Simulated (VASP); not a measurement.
Here is a VASP 6.6.1 calculation.

INCAR

```
SYSTEM = WC
PREC = Accurate
ENCUT = 600
EDIFF = 1E-6
ISMEAR = -1
SIGMA = 0.08
LREAL = .FALSE.
LASPH = .TRUE.
NELM = 60
ALGO = Normal
ISIF = 3
LWAVE = .FALSE.
LCHARG = .FALSE.
GGA = PE
IBRION = 2
NSW = 60
EDIFFG = -0.005
```

The input KPOINTS:

```
regular mesh
0
G
  16 16 16
  0 0 0
```

File POSCAR:

```
WC
1.0
    0.0000000000      2.1544346900      2.1544346900
    2.1544346900      0.0000000000      2.1544346900
    2.1544346900      2.1544346900      0.0000000000
W C
1 1
Direct
    0.0000000000      0.0000000000      0.0000000000
    0.5000000000      0.5000000000      0.5000000000
```

Potentials or basis: VASP PAW PBE potentials, release 64 (W_sv, C).

Run with:

```console
$ cat potpaw_PBE.64/W_sv/POTCAR potpaw_PBE.64/C/POTCAR > POTCAR
$ mpirun -np 1 vasp_std > vasp.out
```

(1) What does it give for the space group after relaxing (to 0.1 Å)?

(2) Estimate the relaxed cell.

(3) Predict the relaxed volume.

Results:

(1) Fm-3m (No. 225).

(2) a = 3.100 Å, b = 3.100 Å, c = 3.100 Å, α = 60.00°, β = 60.00°, γ = 60.00°.

(3) 10.53 Å³/atom.

Caveat: the highest band is partly filled, so the run has too few bands.
